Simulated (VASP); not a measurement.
# BN (rocksalt type) (Fm-3m) in VASP: notebook

Runs on BN (rocksalt type). Level: PBE. Tasks: single point, relaxation of cell and atoms.

All numbers are computed with VASP 6.6.1; they aren't measurements. Logs are shortened: lines on timing, memory, paths and dates and some standing lists are left out, and cuts for length are marked.

### Step 1. The cell of the first run

It takes space group Fm-3m (No. 225, cubic). The conventional cell has a = 2.989 Å, b = 2.989 Å, c = 2.989 Å, α = 90.00°, β = 90.00°, γ = 90.00°. Within 2.0 Å of B (site symmetry m-3m) lie 6 N at 1.49 Å. N (site symmetry m-3m) has 6 B at 1.49 Å within 2.0 Å.

### Step 2. Single point, PBE

The input, INCAR:

```
ALGO     = Normal         # electronic algorithm
EDIFF    = 1E-7           # SCF threshold, eV
ENCUT    = 520            # plane-wave cutoff, eV
GGA      = PE             # functional
ISIF     = 2              # what is computed and relaxed
ISMEAR   = -1             # smearing method
LASPH    = T              # aspherical terms in the spheres
LCHARG   = T              # write CHGCAR
LELF     = T              # ELF
LREAL    = F              # projectors in reciprocal space
LVHAR    = T            
LWAVE    = F              # write WAVECAR
NBANDS   = 11             # bands
NELM     = 100            # most SCF steps
PREC     = Accurate       # precision mode
SIGMA    = 0.08           # smearing width, eV
```

The input, KPOINTS:

```
k-points
0
Gamma
  18 18 18
```

The input, POSCAR:

```
BN
1.0
    0.0000000000      1.4947454470      1.4947454470
    1.4947454470      0.0000000000      1.4947454470
    1.4947454470      1.4947454470      0.0000000000
B N
1 1
Direct
    0.0000000000      0.0000000000      0.0000000000
    0.5000000000      0.5000000000      0.5000000000
```

Potentials or basis: VASP PAW PBE potentials, release 64 (B, N).

Started as:

```sh
$ cat potpaw_PBE.64/B/POTCAR potpaw_PBE.64/N/POTCAR > POTCAR
$ mpirun -np 1 vasp_std > vasp.out
```

OUTCAR:

```text
EDIFF = 1E-7
   ENCUT = 520
   GGA = PE
   ISIF = 2
   ISMEAR = -1
   LASPH = T
   LREAL = F
   NELM = 100
   PREC = Accurate

 ion  position               nearest neighbor table
   1  0.000  0.000  0.000-   2 1.49   2 1.49   2 1.49   2 1.49   2 1.49   2 1.49
   2  0.500  0.500  0.500-   1 1.49   1 1.49   1 1.49   1 1.49   1 1.49   1 1.49

  LATTYP: Found a face centered cubic cell.
 ALAT       =     2.9894908940

  Lattice vectors:

 A1 = (   0.0000000000,   1.4947454470,   1.4947454470)
 A2 = (   1.4947454470,   0.0000000000,   1.4947454470)
 A3 = (   1.4947454470,   1.4947454470,   0.0000000000)

Analysis of symmetry for initial positions (statically):
=====================================================================
 Subroutine PRICEL returns:
 Original cell was already a primitive cell.

 Routine SETGRP: Setting up the symmetry group for a
 face centered cubic supercell.

 Subroutine GETGRP returns: Found 48 space group operations
 (whereof 48 operations were pure point group operations)
 out of a pool of 48 trial point group operations.

The static configuration has the point symmetry O_h .

Analysis of symmetry for dynamics (positions and initial velocities):
=====================================================================
 Subroutine PRICEL returns:
 Original cell was already a primitive cell.

 Routine SETGRP: Setting up the symmetry group for a
 face centered cubic supercell.

 Subroutine GETGRP returns: Found 48 space group operations
 (whereof 48 operations were pure point group operations)
 out of a pool of 48 trial point group operations.

The dynamic configuration has the point symmetry O_h .

 Subroutine INISYM returns: Found 48 space group operations
 (whereof 48 operations are pure point group operations),
 and found     1 'primitive' translations

----------------------------------------------------------------------------------------

                                     Primitive cell

  volume of cell :       6.6793

  direct lattice vectors                    reciprocal lattice vectors
     0.000000000  1.494745447  1.494745447    -0.334505117  0.334505117  0.334505117
     1.494745447  0.000000000  1.494745447     0.334505117 -0.334505117  0.334505117
     1.494745447  1.494745447  0.000000000     0.334505117  0.334505117 -0.334505117

  length of vectors
     2.113889283  2.113889283  2.113889283     0.579379857  0.579379857  0.579379857

  position of ions in fractional coordinates (direct lattice)
     0.000000000  0.000000000  0.000000000
     0.500000000  0.500000000  0.500000000
[... 79 lines left out ...]
   EDIFFG = 0.1E-05   stopping-criterion for IOM
   NSW    =      0    number of steps for IOM
   IBRION =     -1    ionic relax: 0-MD 1-quasi-New 2-CG
   NFREE  =      0    steps in history (QN), initial steepest desc. (CG)
   ISIF   =      2    stress and relaxation
   ISYM   =      2    0-nonsym 1-usesym 2-fastsym
   POTIM  = 0.5000    time-step for ionic-motion
   TEBEG  =    0.0;   TEEND  =   0.0 temperature during run
   PSTRESS=    0.0 pullay stress
   NELECT =       8.0000    total number of electrons
   NUPDOWN=      -1.0000    fix difference up-down
   EMIN   =  10.00;   EMAX   =-10.00  energy-range for DOS
   EFERMI =   0.00;   METHOD = LEGACY
   ISMEAR =    -1;   SIGMA  =   0.08  broadening in eV -4-tet -1-fermi 0-gaus
   EFERMI_NEDOS =   21; number of points for ismear=-14 and -15
   IALGO  =     38    algorithm
   IMIX   =      4    mixing-type and parameters
     AMIX     =   0.40;   BMIX     =  1.00
     AMIX_MAG =   1.60;   BMIX_MAG =  1.00
  volume/ion in A,a.u.               =       3.34        22.54
  Fermi-wavevector in a.u.,A,eV,Ry     =   1.738578  3.285437 41.125711  3.022655
  Thomas-Fermi vector in A             =   2.811584
   LORBIT       =      0    0 simple, 1 ext, 2 COOP (PROOUT), +10 PAW based schemes
   GGA     = PE    functional components
   LHFCALC =     F    Hartree Fock is set to
   AEXX    =    0.0000 exact exchange contribution
   IVDW    =     0    specifies the selected vdW correction
   LEPSILON=     F    determine dielectric tensor
   LRPA    =     F    only Hartree local field effects (RPA)
 non-spin polarized calculation
  energy-cutoff  :      520.00
  volume of cell :        6.68
 maximum number of plane-waves:       190
   NGX =  7   NGY =  7   NGZ =  7

 number of electron       8.0000003 magnetization

 Free energy of the ion-electron system (eV)
  ---------------------------------------------------
  ext. energy  EPLUGINS =         0.00000000
  ---------------------------------------------------
  free energy    TOTEN  =       -10.06602692 eV

  energy without entropy =      -10.06602692  energy(sigma->0) =      -10.06602692

 E-fermi :  19.9000     XC(G=0): -16.2405

 val. band max:       18.4416641257   @ k =  -0.1667   0.1667   0.0000
 cond. band min:      23.7746139339   @ k =   0.3333   0.3333   0.0000
 fundamental gap:      5.3329498082
 Fermi energy:        19.9000296121

 k-point     1 :       0.0000    0.0000    0.0000
  band No.  band energies     occupation
      1     -11.7427      2.00000
      2      17.1681      2.00000
      3      17.1681      2.00000
      4      17.1681      2.00000
      5      35.9213      0.00000
      6      35.9213      0.00000
      7      35.9213      0.00000
      8      39.7492      0.00000
      9      39.7492      0.00000
     10      39.7492      0.00000
     11      40.2662      0.00000
[... 309 lines left out ...]
 k-point    24 :      -0.2222    0.0556    0.0000
  band No.  band energies     occupation
      1      -9.4828      2.00000
      2       9.9404      2.00000
      3      15.5122      2.00000
      4      17.7997      2.00000
      5      28.1945      0.00000
      6      30.4323      0.00000
      7      33.2045      0.00000
      8      40.1029      0.00000
      9      42.0772      0.00000
     10      44.1807      0.00000
     11      47.8727      0.00000

 [... further k-points ...]
[... 5 lines left out ...]
  --------------------------------------------------------------------------------------
  -------------------------------------------------------------------------------------
  Total       18.4722934     18.4722934     18.4722934      0.0000000      0.0000000     -0.0000000
  in kB     4430.9789571   4430.9789571   4430.9789571      0.0000000      0.0000000     -0.0000000
  external PRESSURE =    4430.9789571 kB  Pullay stress =       0.0000000 kB

 VOLUME and BASIS-vectors are now :
 -----------------------------------------------------------------------------
  energy-cutoff  :      520.00
  volume of cell :        6.68
      direct lattice vectors                 reciprocal lattice vectors
     0.000000000  1.494745447  1.494745447    -0.334505117  0.334505117  0.334505117
     1.494745447  0.000000000  1.494745447     0.334505117 -0.334505117  0.334505117
     1.494745447  1.494745447  0.000000000     0.334505117  0.334505117 -0.334505117

 POSITION                                       TOTAL-FORCE (eV/Angst)
 -----------------------------------------------------------------------------------
      0.00000      0.00000      0.00000        -0.000000     -0.000000      0.000000
      1.49475      1.49475      1.49475         0.000000      0.000000     -0.000000
 -----------------------------------------------------------------------------------
    total drift:                                0.000000      0.000000      0.000000

  FREE ENERGIE OF THE ION-ELECTRON SYSTEM (eV)
  ---------------------------------------------------
  free  energy   TOTEN  =       -10.0660269174 eV

  energy  without entropy=      -10.0660269173  energy(sigma->0) =      -10.06602692
```

OSZICAR:

```text
N       E                     dE             d eps       ncg     rms          rms(c)
DAV:   1     0.184813446878E+02    0.18481E+02   -0.57085E+03  4612   0.781E+02
DAV:   2    -0.109092717255E+02   -0.29391E+02   -0.28476E+02  4962   0.184E+02
DAV:   3    -0.112702815198E+02   -0.36101E+00   -0.36060E+00  5029   0.163E+01
DAV:   4    -0.112704615107E+02   -0.17999E-03   -0.17999E-03  4710   0.414E-01
DAV:   5    -0.112704615723E+02   -0.61597E-07   -0.61570E-07  4935   0.771E-03    0.898E+00
DAV:   6    -0.101598631916E+02    0.11106E+01   -0.28100E+00  4602   0.110E+01    0.450E+00
DAV:   7    -0.100712592904E+02    0.88604E-01   -0.30359E-01  4740   0.403E+00    0.247E+00
DAV:   8    -0.100662680089E+02    0.49913E-02   -0.13580E-02  4530   0.122E+00    0.152E-01
DAV:   9    -0.100660254338E+02    0.24258E-03   -0.47082E-04  4695   0.166E-01    0.515E-02
DAV:  10    -0.100660266084E+02   -0.11746E-05   -0.19637E-05  4726   0.449E-02    0.957E-03
DAV:  11    -0.100660269157E+02   -0.30724E-06   -0.44392E-07  4900   0.652E-03    0.514E-03
DAV:  12    -0.100660269174E+02   -0.17865E-08   -0.66593E-08  2544   0.210E-03
   1 F= -.10066027E+02 E0= -.10066027E+02  d E =-.130977E-09
```

stdout:

```text
POSCAR found type information on POSCAR B N
 POSCAR found :  2 types and       2 ions
 scaLAPACK will be used
 LDA part: xc-table for (Slater+PW92), standard interpolation
 POSCAR, INCAR and KPOINTS ok, starting setup
 FFT: planning ... GRIDC
 FFT: planning ... GRID_SOFT
 FFT: planning ... GRID
 WAVECAR not read
 entering main loop
```

It took 13 s on 1 thread of Intel Xeon Platinum 8488C (Sapphire Rapids), shared host; peak memory 0.12 GiB.

Results:

| Quantity | Value |
| --- | --- |
| Free energy | -10.0660 eV |
| Pressure | 443.1 GPa |
| Band gap on the k mesh | 5.33 eV, indirect (least direct gap 7.54 eV) |

### Step 3. Single point, PBE

The input, INCAR:

```
PREC = Accurate ; ENCUT = 520
EDIFF = 1E-6 ; ISMEAR = -1
SIGMA = 0.08 ; LREAL = F
LASPH = T ; NELM = 100
ALGO = Normal ; ISIF = 2
LWAVE = F ; LCHARG = T
GGA = PE ; LELF = T
LVHAR = T ; NBANDS = 11
```

The input, KPOINTS:

```
Automatic mesh
0
Gamma
  18 18 18
```

The input, POSCAR:

```
BN
1.0
    0.0000000000      1.4949978352      1.4949978352
    1.4949978352      0.0000000000      1.4949978352
    1.4949978352      1.4949978352      0.0000000000
B N
1 1
Direct
    0.0000000000      0.0000000000      0.0000000000
    0.5000000000      0.5000000000      0.5000000000
```

Potentials or basis: VASP PAW PBE potentials, release 64 (B, N).

Started as:

```sh
$ cat potpaw_PBE.64/B/POTCAR potpaw_PBE.64/N/POTCAR > POTCAR
$ mpirun -np 1 vasp_std > vasp.out
```

It took 11 s on 1 thread of Intel Xeon Platinum 8488C (Sapphire Rapids), shared host; peak memory 0.12 GiB.

It converged, with:

| Item | Value |
| --- | --- |
| Free energy | -10.0754 eV |
| Pressure | 442.2 GPa |
| Band gap on the k mesh | 5.33 eV, indirect (least direct gap 7.54 eV) |

Levels at points of the mesh, in eV from the valence-band top:
| k point | band 1 | band 2 | band 3 | band 4 | band 5 | band 6 | band 7 | band 8 | band 9 |
| --- | --- | --- | --- | --- | --- | --- | --- | --- | --- |
| (0.00, 0.00, 0.00) | -30.17 | -1.27 | -1.27 | -1.27 | 17.47 | 17.47 | 17.47 | 21.30 | 21.30 |
| (0.50, 0.00, 0.00) | -22.63 | -18.13 | -1.29 | -1.29 | 6.26 | 6.26 | 12.63 | 23.55 | 29.69 |
| (0.50, 0.50, 0.00) | -18.56 | -16.86 | -8.92 | -8.92 | 5.56 | 7.70 | 22.18 | 22.18 | 25.20 |

A k mesh can miss the band edges.

### Step 4. Relaxation of cell and atoms, PBE, target pressure 440 GPa, at which the enthalpy is minimised

This run uses another cell than the first one, of 3.33 Å³/atom, 0.998 times its volume.

The input, INCAR:

```
SYSTEM = BN
PREC = Accurate
ENCUT = 600
EDIFF = 1E-7
ISMEAR = -1
SIGMA = 0.08
LREAL = .False.
LASPH = .True.
NELM = 60
ALGO = Normal
ISIF = 3
LWAVE = .False.
LCHARG = .False.
GGA = PE
IBRION = 2
NSW = 60
EDIFFG = -0.005
PSTRESS = 4400.0
```

The input, KPOINTS:

```
regular mesh
0
Gamma
  18 18 18
  0 0 0
```

The input, POSCAR:

```
BN
1.0
    0.0000000000      1.4937101553      1.4937101553
    1.4937101553      0.0000000000      1.4937101553
    1.4937101553      1.4937101553      0.0000000000
B N
1 1
Direct
    0.0000000000      0.0000000000      0.0000000000
    0.5000000000      0.5000000000      0.5000000000
```

Started as:

```sh
$ cat potpaw_PBE.64/B/POTCAR potpaw_PBE.64/N/POTCAR > POTCAR
$ mpirun -np 1 vasp_std > vasp.out
```

Wall time 46 s (1 thread of Intel Xeon Platinum 8488C (Sapphire Rapids), shared host); peak memory 0.12 GiB.

The run converged. Its results:

```
Free energy                                            : -10.1038 eV
Relaxed volume                                         : 3.35 Å³/atom
Relaxed cell                                           : a = 2.115 Å, b = 2.115 Å, c = 2.115 Å, α = 60.00°, β = 60.00°, γ = 60.00°
Space group after relaxing (to 0.05 Å)                 : Fm-3m (No. 225)
Energy change on relaxing (the enthalpy is what falls) : -34.8 meV/atom
Ionic steps                                            : 3
Pressure after relaxing                                : 440.0 GPa
Band gap on the k mesh                                 : 5.32 eV, indirect (least direct gap 7.54 eV)
```

The path:
| step | energy change (eV) | largest force (eV/Å) | pressure (GPa) | volume (Å³) |
| --- | --- | --- | --- | --- |
| 1 | 0.0000 | 0.0000 | 446.49 | 6.67 |
| 2 | -0.3517 | 0.0000 | 413.48 | 6.80 |
| 3 | -0.0696 | 0.0000 | 439.97 | 6.69 |

Final structure:
```cif
data_structure
_symmetry_space_group_name_H-M 'P 1'
_symmetry_Int_Tables_number 1
_cell_length_a 2.1151
_cell_length_b 2.1151
_cell_length_c 2.1151
_cell_angle_alpha 60.000
_cell_angle_beta 60.000
_cell_angle_gamma 60.000
_cell_volume 6.69
loop_
_atom_site_label
_atom_site_type_symbol
_atom_site_fract_x
_atom_site_fract_y
_atom_site_fract_z
_atom_site_occupancy
B1 B 0.00000 0.00000 0.00000 1
N1 N 0.50000 0.50000 0.50000 1
```

Levels at points of the mesh, in eV from the valence-band top:
| k point | band 2 | band 3 | band 4 | band 5 | band 6 | band 7 |
| --- | --- | --- | --- | --- | --- | --- |
| (0.00, 0.00, 0.00) | -1.27 | -1.27 | -1.27 | 17.46 | 17.46 | 17.46 |
| (0.50, 0.00, 0.00) | -18.12 | -1.28 | -1.28 | 6.25 | 6.25 | 12.62 |
| (0.50, 0.50, 0.00) | -16.85 | -8.91 | -8.91 | 5.54 | 7.70 | 22.16 |

Caveat: the cell is relaxed towards a set pressure, so the enthalpy falls and the energy may rise. A k mesh can miss the band edges.

### Step 5. Relaxation of cell and atoms, PBE, target pressure 440 GPa, at which the enthalpy is minimised

The input, INCAR:

```
PREC     = Accurate       # precision mode
ENCUT    = 600            # plane-wave cutoff, eV
EDIFF    = 1E-6           # SCF threshold, eV
ISMEAR   = -1             # smearing method
SIGMA    = 0.08           # smearing width, eV
LREAL    = False          # projectors in reciprocal space
LASPH    = True           # aspherical terms in the spheres
NELM     = 60             # most SCF steps
ALGO     = Normal         # electronic algorithm
ISIF     = 3              # what is computed and relaxed
LWAVE    = False          # write WAVECAR
LCHARG   = False          # write CHGCAR
GGA      = PE             # functional
IBRION   = 2              # ionic algorithm
NSW      = 32             # ionic steps
EDIFFG   = -0.005         # ionic threshold
PSTRESS  = 4400.0
```

The input, KPOINTS:

```
Automatic mesh
0
Gamma
  18 18 18
```

The input, POSCAR:

```
BN
1.0
    0.0000000000      1.4947454470      1.4947454470
    1.4947454470      0.0000000000      1.4947454470
    1.4947454470      1.4947454470      0.0000000000
B N
1 1
Direct
    0.0000000000      0.0000000000      0.0000000000
    0.5000000000      0.5000000000      0.5000000000
```

Started as:

```sh
$ cat potpaw_PBE.64/B/POTCAR potpaw_PBE.64/N/POTCAR > POTCAR
$ mpirun -np 1 vasp_std > vasp.out
```

Wall time 37 s (1 thread of Intel Xeon Platinum 8488C (Sapphire Rapids), shared host); peak memory 0.12 GiB.

The run converged. Its results:

```yaml
Free_energy: -10.1035 eV
Relaxed_volume: 3.35 Å³/atom
Relaxed_cell: a = 2.115 Å, b = 2.115 Å, c = 2.115 Å, α = 60.00°, β = 60.00°, γ = 60.00°
Space_group_after_relaxing_to_0.05_Å: Fm-3m (No. 225)
Energy_change_on_relaxing_the_enthalpy_is_what_falls: -15.4 meV/atom
Ionic_steps: 3
Pressure_after_relaxing: 440.0 GPa
Band_gap_on_the_k_mesh: 5.32 eV, indirect (least direct gap 7.54 eV)
```

Step by step:
```
step  energy change (eV)  largest force (eV/Å)  pressure (GPa)  volume (Å³)
   1              0.0000                0.0000          442.89         6.68
   2             -0.1589                0.0000          427.98         6.74
   3             -0.0308                0.0000          440.01         6.69
```

Final structure:
```yaml
crystal:
  lattice:
    - [0.00000, 1.49558, 1.49558]
    - [1.49558, 0.00000, 1.49558]
    - [1.49558, 1.49558, 0.00000]
  atoms:
    - { symbol: B, position: [0.00000, 0.00000, 0.00000] }
    - { symbol: N, position: [0.50000, 0.50000, 0.50000] }
```

Levels at points of the mesh, in eV from the valence-band top:
```tsv
k point	band 1	band 2	band 3	band 4	band 5	band 6	band 7	band 8
(0.00, 0.00, 0.00)	-30.15	-1.27	-1.27	-1.27	17.46	17.46	17.46	21.29
(0.50, 0.00, 0.00)	-22.61	-18.12	-1.28	-1.28	6.25	6.25	12.62	23.52
(0.50, 0.50, 0.00)	-18.54	-16.85	-8.91	-8.91	5.55	7.70	22.16	22.16
```

Caveat: the cell is relaxed towards a set pressure, so the enthalpy falls and the energy may rise.

### Step 6. Summary

| task | cell | cutoff (eV) | gap on the mesh (eV) | pressure (GPa) |
| --- | --- | --- | --- | --- |
| single point | a = 2.114 Å, angles 60.0°, 2 atoms | 520 | 5.33 | 442.2 |
| relaxation of cell and atoms | relaxed to 440 GPa from a = 2.112 Å, angles 60.0°, 2 atoms | 600 | 5.32 | 440.0 |
| relaxation of cell and atoms | relaxed to 440 GPa from a = 2.114 Å, angles 60.0°, 2 atoms | 600 | 5.32 | 440.0 |

Alike in all rows: level PBE; potentials or basis VASP PAW PBE potentials, release 64 (B, N); no spin polarisation; k mesh 18 × 18 × 18; smearing fermi-dirac 0.08 eV.

Caveats: the cell is relaxed towards a set pressure, so the enthalpy falls and the energy may rise (some runs).

Total energies depend on the potentials used, so only differences within one code and one set of settings carry meaning.
